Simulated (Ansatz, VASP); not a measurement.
## One calculation of K, two programs

```
CELL_PARAMETERS angstrom
4.10279 0.00000 0.00000
0.00000 4.10279 0.00000
0.00000 0.00000 4.10279
ATOMIC_POSITIONS crystal
K 0.00000 0.00000 0.00000
```

Alike in both runs: task single point; functional LDA; k mesh 13 × 13 × 13; occupations fermi-dirac, width 0.1 eV; no spin polarisation.

```csv
,VASP,Ansatz
version,VASP 6.6.1,Ansatz 0.2.0
potentials or method,"VASP PAW LDA potentials, release 64 (K_sv), cutoff 520 eV","plane waves (420 eV) with PAW, scalar-relativistic"
valence electrons in the cell,9,9
```

|  | VASP | Ansatz | Ansatz less VASP |
| --- | --- | --- | --- |
| pressure (GPa) | 0.0 | 0.0 | +0.01 |

Ansatz warns that its potentials were made for another functional, while VASP's fit it. LDA's correlation is that of Perdew and Zunger in VASP and of Perdew and Wang (1992) in Ansatz.
